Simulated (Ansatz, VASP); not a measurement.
# Mg7MnS8 in VASP and in Ansatz

```
Mn Mg S
1.0
     0.00000    5.20330    5.20330
     5.20330    0.00000    5.20330
     5.20330    5.20330    0.00000
Mn Mg S
1 7 8
Direct
  0.00000 0.00000 0.00000
  0.00000 0.00000 0.50000
  0.00000 0.50000 0.00000
  0.00000 0.50000 0.50000
  0.50000 0.00000 0.00000
  0.50000 0.00000 0.50000
  0.50000 0.50000 0.00000
  0.50000 0.50000 0.50000
  0.25000 0.25000 0.25000
  0.25000 0.25000 0.75000
  0.25000 0.75000 0.25000
  0.25000 0.75000 0.75000
  0.75000 0.25000 0.25000
  0.75000 0.25000 0.75000
  0.75000 0.75000 0.25000
  0.75000 0.75000 0.75000
```

Alike in both runs: task single point; functional PBEsol; k mesh 3 × 3 × 3; occupations gaussian, width 0.05 eV; collinear spin; Hubbard terms Mn d U = 3.5 eV.

|  | VASP | Ansatz |
| --- | --- | --- |
| version | VASP 6.6.1 | Ansatz 0.2.0 |
| potentials or method | VASP PAW PBE potentials, release 64 (Mn_pv, Mg, S), cutoff 520 eV | scalar-relativistic, plane waves, PAW |
| valence electrons in the cell | 75 | 133 |

```csv
,VASP,Ansatz,Ansatz less VASP
gap on the k mesh at the Fermi level (eV),2.06,2.03,-0.033
least direct gap on the mesh (eV),2.06,2.03,-0.033
pressure (GPa),-1.1,-0.8,+0.25
net moment per atom (μB),0.31,0.31,0.000
size of the moment on the site where the two differ most (μB),4.51,4.42,-0.091
```

VASP's potentials were made for PBE, not for PBEsol. Site moments also hang on the region over which each program counts them. The programs project onto different local orbitals, so the same U acts differently, and such runs can settle in different states. VASP's potentials hold 75 valence electrons a cell and Ansatz's 133, so a difference there can come from the potentials and not from the codes.
